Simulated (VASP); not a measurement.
AgCl, 2 atoms in the cell. The structure is cubic, space group Fm-3m (No. 225). Conventional cell: a = 5.470 Å, b = 5.470 Å, c = 5.470 Å, α = 90.00°, β = 90.00°, γ = 90.00°. Within 3.6 Å of Ag (site symmetry m-3m) lie 6 Cl at 2.73 Å. Within 3.6 Å of Cl (site symmetry m-3m) lie 6 Ag at 2.73 Å. 

| Item | Value |
| --- | --- |
| Program | VASP 6.6.1 |
| Task | relaxation of cell and atoms |
| Functional | PBE |
| Potentials or basis | VASP PAW PBE potentials, release 64 (Ag, Cl) |
| Cutoff | 500 eV |
| k mesh | 8 × 8 × 8 |
| Occupations | gaussian, width 0.02 eV |
| Spin | no spin polarisation |
| Dipole correction | no |
| Further INCAR settings | ALGO = Normal; EDIFF = 1e-07; IBRION = 2; EDIFFG = -0.002; NSW = 100; ISIF = 3 |

Potentials or basis: VASP PAW PBE potentials, release 64 (Ag, Cl).

Run with:

```sh
$ cat potpaw_PBE.64/Ag/POTCAR potpaw_PBE.64/Cl/POTCAR > POTCAR
$ mpirun -np 1 vasp_std > vasp.out
```

Hardware: 1 thread of Intel(R) Xeon(R) 6975P-C (Granite Rapids) (shared host).

Question: Estimate the wall time of this run.

Answer: Wall time 20 s on 1 thread of Intel(R) Xeon(R) 6975P-C (Granite Rapids) (shared host), peak memory 0.16 GiB. Counts: scf iterations 29, k points 29, ion steps 3.
